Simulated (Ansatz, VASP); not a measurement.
# Two plane-wave programs on CsZn4Mo

```
CELL_PARAMETERS angstrom
4.62478 0.00000 0.00000
-2.31239 4.00518 0.00000
0.00000 0.00000 8.67390
ATOMIC_POSITIONS crystal
Cs 0.33333 0.66667 0.50000
Zn 0.33333 0.66667 0.14137
Zn 0.33333 0.66667 0.85863
Zn 0.00000 0.00000 0.80434
Zn 0.00000 0.00000 0.19566
Mo 0.00000 0.00000 0.50000
```

Alike in both runs: functional PBE; k mesh 6 × 6 × 2; occupations gaussian, width 0.1 eV; no spin polarisation.

Ansatz relaxed the structure, and its values are those at the end. VASP's run is a single point on that final structure, the one shown.

|  | VASP | Ansatz |
| --- | --- | --- |
| version | VASP 6.6.1 | Ansatz 0.2.0 |
| potentials or method | VASP PAW PBE potentials, release 64 (Cs_sv, Zn, Mo_sv), cutoff 520 eV | scalar-relativistic, plane waves, PAW |
| valence electrons in the cell | 71 | 71 |

VASP gave:

- gap on the k mesh at the Fermi level (eV): none
- pressure (GPa): 0.7
- rms of the force components (eV/Å): 0.012

Question: Which values does Ansatz return?

Answer: gap on the k mesh at the Fermi level (eV): none; pressure (GPa): 0.0; rms of the force components (eV/Å): 0.010.

A gap of «none» marks a metal or a gap that the smearing closes.

The k mesh is coarse, so the values compare programs but aren't converged. Neither program's run includes spin-orbit coupling.
